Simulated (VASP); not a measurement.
HgTe:

```
Hg Te
1.0
    -3.04560    3.04560    1.55941
     3.04560   -3.04560    1.55941
     3.04560    3.04560   -1.55941
Hg Te
1 1
Cartesian
  0.0000 3.0456 0.7797
  0.0000 0.0000 0.0000
```

| Quantity | Value |
| --- | --- |
| Program | VASP 6.6.1 |
| Task | relaxation of cell and atoms |
| Functional | PBEsol |
| Dispersion | D3(BJ) |
| Potentials or basis | VASP PAW PBE potentials, release 64 (Hg, Te) |
| Cutoff | 600 eV |
| k mesh | 10 × 10 × 10 |
| Occupations | fermi-dirac, width 0.05 eV |
| Spin | no spin polarisation |

At the start: pressure -5.5 GPa; volume 28.93 Å³/atom.

Question: How do energy, volume and symmetry change on relaxing?

Answer: Over 7 steps the energy falls by 97.1 meV/atom and the volume is 25.47 Å³/atom (-12.0 %); space group I-4m2 (No. 119, to 0.1 Å) before and after.

Step by step:
| step | energy change (eV) | largest force (eV/Å) | pressure (GPa) | volume (Å³) |
| --- | --- | --- | --- | --- |
| 1 | 0.0000 | 0.0000 | -5.47 | 57.86 |
| 2 | -0.1711 | 0.0000 | 1.41 | 49.95 |
| 3 | -0.1718 | 0.0000 | 0.86 | 50.36 |
| 4 | -0.1925 | 0.0000 | 0.86 | 50.30 |
| 5 | -0.1926 | 0.0000 | 0.84 | 50.31 |
| 6 | -0.1938 | 0.0000 | -0.40 | 51.25 |
| 7 | -0.1942 | 0.0000 | 0.00 | 50.93 |

Final structure:
```
CELL_PARAMETERS angstrom
-2.84616 2.84616 1.57183
2.84616 -2.84616 1.57183
2.84616 2.84616 -1.57183
ATOMIC_POSITIONS crystal
Hg 0.75000 0.25000 0.50000
Te 0.00000 0.00000 0.00000
```

Caveat: the PAW data sets were made with another functional, which shifts forces and pressure a little.
